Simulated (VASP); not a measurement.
Write the native input for VASP 6.6.1 that does the following.

| Quantity | Value |
| --- | --- |
| Task | single point |
| Functional | PBE |
| Potentials or basis | VASP PAW PBE potentials, release 64 (Mn_pv, S) |
| Cutoff | 520 eV |
| k mesh | 10 × 10 × 10 |
| Occupations | gaussian, width 0.05 eV |
| Spin | no spin polarisation |
| Dipole correction | no |
| Further INCAR settings | ALGO = Normal; EDIFF = 1e-06; NBANDS = 16 |

The structure of MnS lies in POSCAR:

```
MnS
1.0
    0.0000000000      2.5052354505      2.5052354505
    2.5052354505      0.0000000000      2.5052354505
    2.5052354505      2.5052354505      0.0000000000
Mn S
1 1
Direct
    0.0000000000      0.0000000000      0.0000000000
    0.2500000000      0.2500000000      0.2500000000
```

One way to write it, as run:

INCAR

```
SYSTEM = MnS
PREC = Accurate ; ENCUT = 520
EDIFF = 1E-6 ; ISMEAR = 0
SIGMA = 0.05 ; LREAL = .FALSE.
LASPH = .TRUE. ; NELM = 100
ALGO = Normal ; ISIF = 2
LWAVE = .FALSE. ; LCHARG = .FALSE.
GGA = PE ; NBANDS = 16
```

KPOINTS

```
regular mesh
0
G
  10 10 10
  0 0 0
```

Potentials or basis: VASP PAW PBE potentials, release 64 (Mn_pv, S).

The run is started by

```sh
$ cat potpaw_PBE.64/Mn_pv/POTCAR potpaw_PBE.64/S/POTCAR > POTCAR
$ mpirun -np 1 vasp_std > vasp.out
```

Results of the run:

- Pressure: -2.3 GPa
- Band gap on the k mesh: zero (an odd number of electrons rules out a gap without spin polarisation)

Caveat: the run has no spin polarisation, though such a crystal can be magnetic; semilocal functionals often make such compounds metallic where correlation or magnetic order opens a gap, which also shifts bond lengths.

Wall time 24 s on 1 thread of Intel(R) Xeon(R) Platinum 8259CL CPU @ 2.50GHz (Skylake/Cascade Lake) (shared host), peak memory 0.16 GiB.
